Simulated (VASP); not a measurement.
# Nb (Fmmm) in VASP: a series of runs, part 3 of 3

VASP 6.6.1. The steps go on from the part before.

### Step 4. Relaxation of cell and atoms, PBEsol

This run uses another cell than the first one, of 18.20 Å³/atom, 0.993 times its volume.

Contents of INCAR:

```
SYSTEM = Nb
  PREC = Accurate
  ENCUT = 600
  EDIFF = 1E-6
  ISMEAR = 0
  SIGMA = 0.1
  LREAL = .False.
  LASPH = .True.
  NELM = 80
  ALGO = Normal
  ISIF = 3
  LWAVE = .False.
  LCHARG = .False.
  GGA = PS
  IBRION = 2
  NSW = 90
  EDIFFG = -0.04
```

Contents of KPOINTS:

```
regular mesh
0
Gamma
  6 6 6
  0 0 0
```

Contents of POSCAR:

```
Nb
1.0
    0.0000000000      2.2825093207      4.9807939570
    1.6008820847      0.0000000000      4.9807939570
    1.6008820847      2.2825093207      0.0000000000
Nb
2
Direct
    0.1354179040      0.1354179040      0.8645820960
    0.8645820960      0.8645820960      0.1354179040
```

Potentials or basis: VASP PAW PBE potentials, release 64 (Nb_sv).

The run is started by

```
$ cat potpaw_PBE.64/Nb_sv/POTCAR > POTCAR
$ mpirun -np 1 vasp_std > vasp.out
```

OUTCAR:

```text
SYSTEM = Nb
   PREC = Accurate
   ENCUT = 600
   EDIFF = 1E-6
   ISMEAR = 0
   LREAL = .False.
   LASPH = .True.
   NELM = 80
   ISIF = 3
   GGA = PS
   IBRION = 2
   NSW = 90
   EDIFFG = -0.04

 ion  position               nearest neighbor table
   1  0.135  0.135  0.865-   2 2.70   2 2.79   2 2.79
   2  0.865  0.865  0.135-   1 2.70   1 2.79   1 2.79

  LATTYP: Found a face centered orthorhombic cell.
 ALAT       =     3.2017641694
 B/A-ratio  =     1.4257822875
 C/A-ratio  =     3.1112809648

  Lattice vectors:

 A1 = (   0.0000000000,   2.2825093207,   4.9807939570)
 A2 = (   1.6008820847,   0.0000000000,   4.9807939570)
 A3 = (   1.6008820847,   2.2825093207,   0.0000000000)

Analysis of symmetry for initial positions (statically):
=====================================================================
 Subroutine PRICEL returns:
 Original cell was already a primitive cell.

 Routine SETGRP: Setting up the symmetry group for a
 face centered orthorhombic supercell.

 Subroutine GETGRP returns: Found  8 space group operations
 (whereof  8 operations were pure point group operations)
 out of a pool of  8 trial point group operations.

The static configuration has the point symmetry D_2h.

Analysis of symmetry for dynamics (positions and initial velocities):
=====================================================================
 Subroutine PRICEL returns:
 Original cell was already a primitive cell.

 Routine SETGRP: Setting up the symmetry group for a
 face centered orthorhombic supercell.

 Subroutine GETGRP returns: Found  8 space group operations
 (whereof  8 operations were pure point group operations)
 out of a pool of  8 trial point group operations.

The dynamic configuration has the point symmetry D_2h.

 Subroutine INISYM returns: Found  8 space group operations
 (whereof  8 operations are pure point group operations),
 and found     1 'primitive' translations

----------------------------------------------------------------------------------------

                                     Primitive cell

  volume of cell :      36.3999

  direct lattice vectors                    reciprocal lattice vectors
     0.000000000  2.282509321  4.980793957    -0.312327813  0.219057156  0.100385602
     1.600882085  0.000000000  4.980793957     0.312327813 -0.219057156  0.100385602
     1.600882085  2.282509321  0.000000000     0.312327813  0.219057156 -0.100385602

  length of vectors
     5.478882846  5.231742720  2.787951264     0.394476830  0.394476830  0.394476830

  position of ions in fractional coordinates (direct lattice)
     0.135417904  0.135417904  0.864582096
     0.864582096  0.864582096  0.135417904

  ion indices of the primitive-cell ions
   primitive index   ion index
                 1           1
                 2           2

----------------------------------------------------------------------------------------

 KPOINTS: regular mesh

Automatic generation of k-mesh.
 Grid dimensions read from file:
 generate k-points for:    6    6    6

 Generating k-lattice:

  Cartesian coordinates                     Fractional coordinates (reciprocal lattice)
    -0.052054635  0.036509526  0.016730934     0.166666667  0.000000000 -0.000000000
     0.052054635 -0.036509526  0.016730934     0.000000000  0.166666667  0.000000000
     0.052054635  0.036509526 -0.016730934    -0.000000000  0.000000000  0.166666667

  Length of vectors
     0.065746138  0.065746138  0.065746138

  Shift w.r.t. Gamma in fractional coordinates (k-lattice)
     0.000000000  0.000000000  0.000000000

 Subroutine IBZKPT returns following result:
 ===========================================

 Found     46 irreducible k-points:

 Following reciprocal coordinates:
            Coordinates               Weight
  0.000000  0.000000  0.000000      1.000000
  0.166667  0.000000  0.000000      8.000000
  0.333333  0.000000  0.000000      8.000000
  0.500000  0.000000  0.000000      4.000000
  0.166667  0.166667  0.000000      2.000000
  0.333333  0.166667  0.000000      8.000000
[... 16 lines left out ...]
 -0.166667  0.166667  0.166667      8.000000
  0.500000  0.333333  0.166667      4.000000
 [... further k-points ...]
   k-points           NKPTS =     46   k-points in BZ     NKDIM =     46   number of bands    NBANDS=     17
   number of dos      NEDOS =    301   number of ions     NIONS =      2
   total plane-waves  NPLWV =  48384
   dimension x,y,z NGX =    48 NGY =   42 NGZ =   24
   dimension x,y,z NGXF=    96 NGYF=   84 NGZF=   48
   ions per type =               2
   NGX,Y,Z   is equivalent  to a cutoff of  14.56, 13.35, 14.31 a.u.
   NGXF,Y,Z  is equivalent  to a cutoff of  29.13, 26.69, 28.62 a.u.
 SYSTEM =  Nb
   PREC   = accura    normal or accurate (medium, high low for compatibility)
   ISTART =      0    job   : 0-new  1-cont  2-samecut
   ICHARG =      2    charge: 1-file 2-atom 10-const
   ISPIN  =      1    spin polarized calculation?
   LNONCOLLINEAR =      F non collinear calculations
   LSORBIT =      F    spin-orbit coupling
   LASPH  =      T    aspherical Exc in radial PAW
   ENCUT  =  600.0 eV  44.10 Ry    6.64 a.u.  10.94 10.45  5.57*2*pi/ulx,y,z
   NELM   =     80;   NELMIN=  2; NELMDL= -5     # of ELM steps
   EDIFF  = 0.1E-05   stopping-criterion for ELM
   LREAL  =      F    real-space projection
   EDIFFG = -.4E-01   stopping-criterion for IOM
   NSW    =     90    number of steps for IOM
   IBRION =      2    ionic relax: 0-MD 1-quasi-New 2-CG
   NFREE  =      1    steps in history (QN), initial steepest desc. (CG)
   ISIF   =      3    stress and relaxation
   ISYM   =      2    0-nonsym 1-usesym 2-fastsym
   POTIM  = 0.5000    time-step for ionic-motion
   TEBEG  =    0.0;   TEEND  =   0.0 temperature during run
   PSTRESS=    0.0 pullay stress
   NELECT =      26.0000    total number of electrons
   NUPDOWN=      -1.0000    fix difference up-down
   EMIN   =  10.00;   EMAX   =-10.00  energy-range for DOS
   EFERMI =   0.00;   METHOD = LEGACY
   ISMEAR =     0;   SIGMA  =   0.10  broadening in eV -4-tet -1-fermi 0-gaus
   EFERMI_NEDOS =   21; number of points for ismear=-14 and -15
   IALGO  =     38    algorithm
   IMIX   =      4    mixing-type and parameters
     AMIX     =   0.40;   BMIX     =  1.00
     AMIX_MAG =   1.60;   BMIX_MAG =  1.00
  volume/ion in A,a.u.               =      18.20       122.82
  Fermi-wavevector in a.u.,A,eV,Ry     =   1.463409  2.765442 29.137782  2.141567
  Thomas-Fermi vector in A             =   2.579507
   LORBIT       =      0    0 simple, 1 ext, 2 COOP (PROOUT), +10 PAW based schemes
   GGA     = PS    functional components
   LHFCALC =     F    Hartree Fock is set to
   AEXX    =    0.0000 exact exchange contribution
   IVDW    =     0    specifies the selected vdW correction
   LEPSILON=     F    determine dielectric tensor
   LRPA    =     F    only Hartree local field effects (RPA)
 conjugate gradient relaxation of ions
 non-spin polarized calculation
 Gauss-broadening in eV      SIGMA  =   0.10
  energy-cutoff  :      600.00
  volume of cell :       36.40
 maximum number of plane-waves:      1237
 NGX is ok and might be reduce to    48
   NGX = 21   NGY = 21   NGZ = 11

--------------------------------------- Ionic step        1  -------------------------------------------

 number of electron      26.0000000 magnetization

 Free energy of the ion-electron system (eV)
  ---------------------------------------------------
  ext. energy  EPLUGINS =         0.00000000
  ---------------------------------------------------
  free energy    TOTEN  =       -21.18426956 eV

  energy without entropy =      -21.17215798  energy(sigma->0) =      -21.17821377

------------------------ aborting loop because EDIFF is reached ----------------------------------------

  FORCE on cell =-STRESS in cart. coord.  units (eV):
  Direction    XX          YY          ZZ          XY          YZ          ZX
  --------------------------------------------------------------------------------------
  -------------------------------------------------------------------------------------
  Total       -0.1825980      0.1842189      0.5629599     -0.0000000      0.0000000      0.0000000
  in kB       -8.0372231      8.1085717     24.7792175     -0.0000000      0.0000000      0.0000000
  external PRESSURE =       8.2835220 kB  Pullay stress =       0.0000000 kB
[... 131 lines left out ...]
--------------------------------------- Ionic step        5  -------------------------------------------

 number of electron      26.0000001 magnetization

 Free energy of the ion-electron system (eV)
  ---------------------------------------------------
  ext. energy  EPLUGINS =         0.00000000
  ---------------------------------------------------
  free energy    TOTEN  =       -21.18855518 eV

  energy without entropy =      -21.17711438  energy(sigma->0) =      -21.18283478

 E-fermi :  10.9918     XC(G=0): -12.4886

 val. band max:       10.9399314559   @ k =  -0.3333   0.0000   0.1667
 cond. band min:      11.0017690811   @ k =   0.5000   0.1667   0.3333
 fundamental gap:      0.0618376252
 Fermi energy:        10.9917791371

 k-point     1 :       0.0000    0.0000    0.0000
  band No.  band energies     occupation
      1     -43.5030      2.00000
      2     -43.2543      2.00000
      3     -20.3573      2.00000
      4     -18.9856      2.00000
      5     -18.8203      2.00000
      6     -18.8014      2.00000
[... 457 lines left out ...]
      4     -19.2088      2.00000
      5     -19.1900      2.00000
      6     -18.9902      2.00000
[... 9 lines left out ...]
     16      12.0253      0.00000
     17      12.3448      0.00000

 [... further k-points ...]
[... 5 lines left out ...]
  --------------------------------------------------------------------------------------
  -------------------------------------------------------------------------------------
  Total        0.0136253     -0.0461868      0.0443743     -0.0000000      0.0000000      0.0000000
  in kB        0.5963220     -2.0214039      1.9420744     -0.0000000      0.0000000      0.0000000
  external PRESSURE =       0.1723308 kB  Pullay stress =       0.0000000 kB
[... 17 lines left out ...]
  FREE ENERGIE OF THE ION-ELECTRON SYSTEM (eV)
  ---------------------------------------------------
  free  energy   TOTEN  =       -21.1885551831 eV

  energy  without entropy=      -21.1771143806  energy(sigma->0) =      -21.18283478

 reached required accuracy - stopping structural energy minimisation
```

OSZICAR:

```text
N       E                     dE             d eps       ncg     rms          rms(c)
DAV:   1     0.334370383404E+03    0.33437E+03   -0.16453E+04  1564   0.178E+03
DAV:   2     0.314016700335E+01   -0.33123E+03   -0.32701E+03  1824   0.663E+02
DAV:   3    -0.212445497850E+02   -0.24385E+02   -0.23780E+02  3051   0.131E+02
[... 45 lines left out ...]
DAV:   4    -0.211885000076E+02   -0.65181E-04   -0.46185E-04  2286   0.196E-01    0.470E-02
DAV:   5    -0.211885445146E+02   -0.44507E-04   -0.15317E-04  3018   0.787E-02    0.302E-02
DAV:   6    -0.211885564972E+02   -0.11983E-04   -0.30867E-05  2613   0.504E-02    0.858E-03
DAV:   7    -0.211885554428E+02    0.10543E-05   -0.29792E-06  1393   0.175E-02    0.166E-03
DAV:   8    -0.211885551831E+02    0.25976E-06   -0.34031E-07   979   0.101E-02
   5 F= -.21188555E+02 E0= -.21182835E+02  d E =-.667451E-03
```

Wall time 70 s (1 thread of Intel Xeon 6975P-C (Granite Rapids), shared host); peak memory 0.22 GiB.

What came out:

| Property | Result |
| --- | --- |
| Free energy | -21.1886 eV |
| Relaxed volume | 18.30 Å³/atom |
| Relaxed cell | a = 5.531 Å, b = 5.282 Å, c = 2.784 Å, α = 80.10°, β = 70.17°, γ = 29.73° |
| Space group after relaxing (to 0.05 Å) | Fmmm (No. 69) |
| Energy gained by relaxing | 2.1 meV/atom |
| Ionic steps | 5 |
| Pressure after relaxing | 0.0 GPa |
| Largest force after relaxing | 0.037 eV/Å |
| Band gap on the k mesh | zero (band 13 reaches 11.86 eV, above the bottom of band 14 at 10.71 eV) |

Forces in eV/Å, atoms in the order of the input:
```
Nb   0.000  0.000 -0.037
Nb   0.000  0.000  0.037
```

Step by step:
| step | energy change (eV) | largest force (eV/Å) | pressure (GPa) | volume (Å³) |
| --- | --- | --- | --- | --- |
| 1 | 0.0000 | 0.0995 | 0.83 | 36.40 |
| 2 | -0.0031 | 0.0083 | -1.28 | 36.89 |
| 3 | -0.0036 | 0.0226 | -0.73 | 36.76 |
| 4 | -0.0037 | 0.0968 | 0.77 | 36.46 |
| 5 | -0.0043 | 0.0371 | 0.02 | 36.61 |

Final structure:
```xyz
2
Lattice="0.0000 2.2857 5.0366 1.5900 0.0000 5.0366 1.5900 2.2857 0.0000" Properties=species:S:1:pos:R:3 pbc="T T T"
Nb    1.5900    2.2857    1.3688
Nb    1.5900    2.2857    8.7045
```

Levels at points of the mesh, in eV from the Fermi level:
```csv
k point,band 11,band 12,band 13,band 14,band 15,band 16
"(0.00, 0.00, 0.00)",-1.45,-1.24,-0.61,1.25,2.14,2.47
"(0.50, 0.00, 0.00)",-2.15,-1.86,0.87,1.26,2.38,3.82
"(0.50, 0.50, 0.00)",-2.11,-1.59,-0.14,0.82,0.94,2.82
"(0.50, 0.00, 0.50)",-3.24,0.19,0.22,1.67,2.53,2.76
"(0.00, 0.50, 0.50)",-2.42,-1.72,-1.22,0.79,3.68,4.61
```

Caveat: the k points lie up to 0.41 Å⁻¹ apart in the final cell; the PAW data sets were made with another functional, which shifts forces and pressure a little.

### Step 5. Summary

| task | cell | k mesh | cutoff (eV) | gap on the mesh (eV) | pressure (GPa) | largest force (eV/Å) |
| --- | --- | --- | --- | --- | --- | --- |
| single point | a = 5.532, b = 5.282, c = 2.786 Å, angles 80.1, 70.2, 29.7°, 2 atoms | 6 × 6 × 6 | 520 | none | -0.3 | 0.01 |
| single point | a = 5.479, b = 5.479, c = 3.202 Å, angles 90.0, 90.0, 130.8°, 4 atoms | 4 × 4 × 4 | 520 | none | -0.5 | 0.03 |
| relaxation of cell and atoms | relaxed from a = 5.479, b = 5.232, c = 2.788 Å, angles 79.9, 70.1, 30.1°, 2 atoms | 6 × 6 × 6 | 600 | none | 0.0 | 0.04 |

Alike in all rows: level PBEsol; potentials or basis VASP PAW PBE potentials, release 64 (Nb_sv); no spin polarisation; smearing gaussian 0.1 eV.

Caveats: all runs use coarse meshes; the PAW data sets were made with another functional, which shifts forces and pressure a little.

Total energies depend on the potentials used, so only differences within one code and one set of settings carry meaning.
